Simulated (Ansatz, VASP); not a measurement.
One calculation of Si16Ge, two programs

```
CELL_PARAMETERS angstrom
0.00000 5.43000 5.43000
5.43000 0.00000 5.43000
5.43000 5.43000 0.00000
ATOMIC_POSITIONS crystal
Si 0.00974 0.01275 0.96494
Si 0.11394 0.15903 0.11357
Si 0.00973 0.01284 0.51278
Si 0.19477 0.10193 0.60180
Si 0.93198 0.52285 0.02272
Si 0.11388 0.61378 0.11372
Si 0.00974 0.46508 0.51265
Si 0.11392 0.61368 0.65890
Si 0.48574 0.01830 0.99821
Si 0.63766 0.12816 0.10676
Si 0.57489 0.97534 0.47511
Si 0.63767 0.12813 0.62790
Si 0.48569 0.49850 0.99827
Si 0.55275 0.64943 0.14918
Si 0.48573 0.49845 0.51805
Si 0.63766 0.60698 0.62793
Ge 0.05760 0.81441 0.31421
```

Alike in both runs: functional PBE; k mesh 2 × 2 × 2; occupations gaussian, width 0.05 eV; no spin polarisation.

Ansatz relaxed the structure, and its values are those at the end. VASP's run is a single point on that final structure, the one shown.

|  | VASP | Ansatz |
| --- | --- | --- |
| version | VASP 6.6.1 | Ansatz 0.2.0 |
| potentials or method | VASP PAW PBE potentials, release 64 (Si, Ge_d), cutoff 520 eV | scalar-relativistic, plane waves, PAW |
| valence electrons in the cell | 78 | 78 |

```tsv
	VASP	Ansatz	Ansatz less VASP
rms of the force components (eV/Å)	0.004	0.003	-0.0007
```

The functional is the same, so the differences come from potentials, cutoffs and numerics.

The k mesh is coarse, so the values compare programs but aren't converged.
